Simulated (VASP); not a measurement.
# Cu3Ni2 in VASP: notebook

Cu3Ni2 is run at these levels: PBE; tasks: single point, relaxation of cell and atoms.

Everything below comes from runs of VASP 6.6.1. Logs are shortened: lines on timing, memory, paths and dates and some standing lists are left out, and cuts for length are marked.

## Step 1: The cell of the first run

It takes space group P-3m1 (No. 164, trigonal). The conventional cell has a = 2.521 Å, b = 2.521 Å, c = 20.850 Å, α = 90.00°, β = 90.00°, γ = 120.00°. Cu (site symmetry 3m) has 9 Cu at 2.52 to 2.58 Å and 3 Ni at 2.53 Å within 3.3 Å. Within 3.3 Å of Cu (site symmetry 3m) lie 12 Cu at 2.52 to 2.58 Å. Within 3.3 Å of Cu (site symmetry 3m) lie 9 Cu at 2.52 to 2.58 Å and 3 Ni at 2.53 Å. Within 3.3 Å of Ni (site symmetry 3m) lie 9 Ni at 2.49 to 2.52 Å and 3 Cu at 2.53 Å. Ni (site symmetry 3m) has 9 Ni at 2.49 to 2.52 Å and 3 Cu at 2.53 Å within 3.3 Å.

## Step 2: Single point, PBE

Contents of INCAR:

```
  ALGO = Fast
  EDIFF = 1E-6
  ENCUT = 520
  GGA = PE
  ISIF = 2
  ISMEAR = 0
  LASPH = True
  LCHARG = False
  LREAL = False
  LWAVE = False
  NBANDS = 64
  NELM = 60
  PREC = Accurate
  SIGMA = 0.1
```

Contents of KPOINTS:

```
k-points
0
Gamma
  18 18 2
```

Contents of POSCAR:

```
Cu3Ni2
1.0
    2.5205932824     -0.0000000289      0.0000000000
   -1.2602966162      2.1828978296      0.0000000000
    0.0000000000      0.0000000000     20.8495855000
Cu Ni
6 4
Direct
    0.3333333333      0.6666666667      0.8467910000
    0.3333333333      0.6666666667      0.0511480000
    0.3333333333      0.6666666667      0.4489950000
    0.6666666667      0.3333333333      0.9488520000
    0.6666666667      0.3333333333      0.1532090000
    0.6666666667      0.3333333333      0.5510050000
    0.3333333333      0.6666666667      0.6505200000
    0.3333333333      0.6666666667      0.2526390000
    0.6666666667      0.3333333333      0.7473610000
    0.6666666667      0.3333333333      0.3494800000
```

Potentials or basis: VASP PAW PBE potentials, release 64 (Cu, Ni).

Run with:

```bash
> cat potpaw_PBE.64/Cu/POTCAR potpaw_PBE.64/Ni/POTCAR > POTCAR
> mpirun -np 1 vasp_std > vasp.out
```

OUTCAR:

```text
EDIFF = 1E-6
   ENCUT = 520
   GGA = PE
   ISIF = 2
   ISMEAR = 0
   LASPH = True
   LREAL = False
   NELM = 60
   PREC = Accurate

 ion  position               nearest neighbor table
   1  0.333  0.667  0.847-   9 2.53   9 2.53   9 2.53   4 2.58   4 2.58   4 2.58
   2  0.333  0.667  0.051-   5 2.58   5 2.58   5 2.58   4 2.58   4 2.58   4 2.58
   3  0.333  0.667  0.449-  10 2.53  10 2.53  10 2.53   6 2.58   6 2.58   6 2.58
   4  0.667  0.333  0.949-   1 2.58   1 2.58   1 2.58   2 2.58   2 2.58   2 2.58
   5  0.667  0.333  0.153-   8 2.53   8 2.53   8 2.53   2 2.58   2 2.58   2 2.58
   6  0.667  0.333  0.551-   7 2.53   7 2.53   7 2.53   3 2.58   3 2.58   3 2.58
   7  0.333  0.667  0.651-   9 2.49   9 2.49   9 2.49   6 2.53   6 2.53   6 2.53
   8  0.333  0.667  0.253-  10 2.49  10 2.49  10 2.49   5 2.53   5 2.53   5 2.53
   9  0.667  0.333  0.747-   7 2.49   7 2.49   7 2.49   1 2.53   1 2.53   1 2.53
  10  0.667  0.333  0.349-   8 2.49   8 2.49   8 2.49   3 2.53   3 2.53   3 2.53

  LATTYP: Found a hexagonal cell.
 ALAT       =     2.5205932824
 C/A-ratio  =     8.2716976378

  Lattice vectors:

 A1 = (   2.5205932824,  -0.0000000289,   0.0000000000)
 A2 = (  -1.2602966162,   2.1828978296,   0.0000000000)
 A3 = (   0.0000000000,   0.0000000000,  20.8495855000)

Analysis of symmetry for initial positions (statically):
=====================================================================
 Subroutine PRICEL returns:
 Original cell was already a primitive cell.

 Routine SETGRP: Setting up the symmetry group for a
 hexagonal supercell.

 Subroutine GETGRP returns: Found 12 space group operations
 (whereof 12 operations were pure point group operations)
 out of a pool of 24 trial point group operations.

The static configuration has the point symmetry D_3d.

Analysis of symmetry for dynamics (positions and initial velocities):
=====================================================================
 Subroutine PRICEL returns:
 Original cell was already a primitive cell.

 Routine SETGRP: Setting up the symmetry group for a
 hexagonal supercell.

 Subroutine GETGRP returns: Found 12 space group operations
 (whereof 12 operations were pure point group operations)
 out of a pool of 24 trial point group operations.

The dynamic configuration has the point symmetry D_3d.

 Subroutine INISYM returns: Found 12 space group operations
[... 120 lines left out ...]
   ISYM   =      2    0-nonsym 1-usesym 2-fastsym
   POTIM  = 0.5000    time-step for ionic-motion
   TEBEG  =    0.0;   TEEND  =   0.0 temperature during run
   PSTRESS=    0.0 pullay stress
   NELECT =     106.0000    total number of electrons
   NUPDOWN=      -1.0000    fix difference up-down
   EMIN   =  10.00;   EMAX   =-10.00  energy-range for DOS
   EFERMI =   0.00;   METHOD = LEGACY
   ISMEAR =     0;   SIGMA  =   0.10  broadening in eV -4-tet -1-fermi 0-gaus
   EFERMI_NEDOS =   21; number of points for ismear=-14 and -15
   IALGO  =     68    algorithm
   IMIX   =      4    mixing-type and parameters
     AMIX     =   0.40;   BMIX     =  1.00
     AMIX_MAG =   1.60;   BMIX_MAG =  1.00
  volume/ion in A,a.u.               =      11.47        77.42
  Fermi-wavevector in a.u.,A,eV,Ry     =   1.594528  3.013222 34.593095  2.542521
  Thomas-Fermi vector in A             =   2.692589
   LORBIT       =      0    0 simple, 1 ext, 2 COOP (PROOUT), +10 PAW based schemes
   GGA     = PE    functional components
   LHFCALC =     F    Hartree Fock is set to
   AEXX    =    0.0000 exact exchange contribution
   IVDW    =     0    specifies the selected vdW correction
   LEPSILON=     F    determine dielectric tensor
   LRPA    =     F    only Hartree local field effects (RPA)
 non-spin polarized calculation
 RMM-DIIS sequential band-by-band and
 Gauss-broadening in eV      SIGMA  =   0.10
  energy-cutoff  :      520.00
  volume of cell :      114.72
 maximum number of plane-waves:      3126
 NGX is ok and might be reduce to    20
   NGX =  9   NGY =  9   NGZ = 77

 number of electron     105.9999976 magnetization

 Free energy of the ion-electron system (eV)
  ---------------------------------------------------
  ext. energy  EPLUGINS =         0.00000000
  ---------------------------------------------------
  free energy    TOTEN  =       -43.97635781 eV

  energy without entropy =      -43.92453771  energy(sigma->0) =      -43.95044776

 E-fermi :   8.0785     XC(G=0): -12.9084

 val. band max:        8.0740718428   @ k =   0.3333   0.0556   0.0000
 cond. band min:       8.0800684503   @ k =   0.2778  -0.0000   0.0000
 fundamental gap:      0.0059966075
 Fermi energy:         8.0784547313

 k-point     1 :       0.0000    0.0000    0.0000
  band No.  band energies     occupation
      1      -1.1129      2.00000
      2      -0.7396      2.00000
      3      -0.5098      2.00000
      4       0.4478      2.00000
      5       0.4619      2.00000
      6       1.8970      2.00000
[... 1597 lines left out ...]
     63      14.4332      0.00000
     64      14.7068      0.00000

 [... further k-points ...]

------------------------ aborting loop because EDIFF is reached ----------------------------------------

  FORCE on cell =-STRESS in cart. coord.  units (eV):
  Direction    XX          YY          ZZ          XY          YZ          ZX
  --------------------------------------------------------------------------------------
  -------------------------------------------------------------------------------------
  Total        0.2676396      0.2676396      0.1677670     -0.0000000     -0.0000000     -0.0000000
  in kB        3.7378976      3.7378976      2.3430601     -0.0000000     -0.0000000     -0.0000000
  external PRESSURE =       3.2729518 kB  Pullay stress =       0.0000000 kB

 VOLUME and BASIS-vectors are now :
 -----------------------------------------------------------------------------
  energy-cutoff  :      520.00
  volume of cell :      114.72
      direct lattice vectors                 reciprocal lattice vectors
     2.520593282 -0.000000029  0.000000000     0.396731997  0.229053319  0.000000000
    -1.260296616  2.182897830  0.000000000     0.000000005  0.458106648  0.000000000
     0.000000000  0.000000000 20.849585500     0.000000000  0.000000000  0.047962584

 POSITION                                       TOTAL-FORCE (eV/Angst)
 -----------------------------------------------------------------------------------
      0.00000      1.45527     17.65524         0.000000      0.000000     -0.015559
      0.00000      1.45527      1.06641         0.000000      0.000000      0.001114
      0.00000      1.45527      9.36136        -0.000000      0.000000     -0.014270
      1.26030      0.72763     19.78317        -0.000000     -0.000000     -0.001114
      1.26030      0.72763      3.19434        -0.000000     -0.000000      0.015559
      1.26030      0.72763     11.48823        -0.000000      0.000000      0.014270
      0.00000      1.45527     13.56307         0.000000      0.000000      0.003434
      0.00000      1.45527      5.26742        -0.000000      0.000000      0.002168
      1.26030      0.72763     15.58217         0.000000     -0.000000     -0.002168
      1.26030      0.72763      7.28651         0.000000     -0.000000     -0.003434
 -----------------------------------------------------------------------------------
    total drift:                                0.000000     -0.000000     -0.000000

  FREE ENERGIE OF THE ION-ELECTRON SYSTEM (eV)
  ---------------------------------------------------
  free  energy   TOTEN  =       -43.9763578124 eV

  energy  without entropy=      -43.9245377052  energy(sigma->0) =      -43.95044776
```

stdout:

```text
POSCAR found type information on POSCAR CuNi
 POSCAR found :  2 types and      10 ions
 scaLAPACK will be used
 LDA part: xc-table for (Slater+PW92), standard interpolation
 POSCAR, INCAR and KPOINTS ok, starting setup
 FFT: planning ... GRIDC
 FFT: planning ... GRID_SOFT
 FFT: planning ... GRID
 WAVECAR not read
 entering main loop
```

Wall time 9 min (1 thread of Intel Xeon 6975P-C (Granite Rapids), shared host); peak memory 0.5 GiB.

What came out:

```yaml
Free_energy: -43.9764 eV
Pressure: 0.3 GPa
Largest_force: 0.016 eV/Å
Band_gap_on_the_k_mesh: zero (bands 53 and 54 overlap by 4.47 eV)
```

Forces in eV/Å, atoms in the order of the input:
```
Cu   0.000  0.000 -0.016
Cu   0.000  0.000  0.001
Cu   0.000  0.000 -0.014
Cu   0.000  0.000 -0.001
Cu   0.000  0.000  0.016
Cu   0.000  0.000  0.014
Ni   0.000  0.000  0.003
Ni   0.000  0.000  0.002
Ni   0.000  0.000 -0.002
Ni   0.000  0.000 -0.003
```

Stress tensor (GPa, compression positive):
```
0.37 0.00 0.00
0.00 0.37 0.00
0.00 0.00 0.23
```

Spin polarisation is off, so any magnetic state and its effect on volume and gap are missing.

(Continued in part 2 of 2.)

The gap in the log of VASP goes by the Fermi energy; the results here count the filled bands.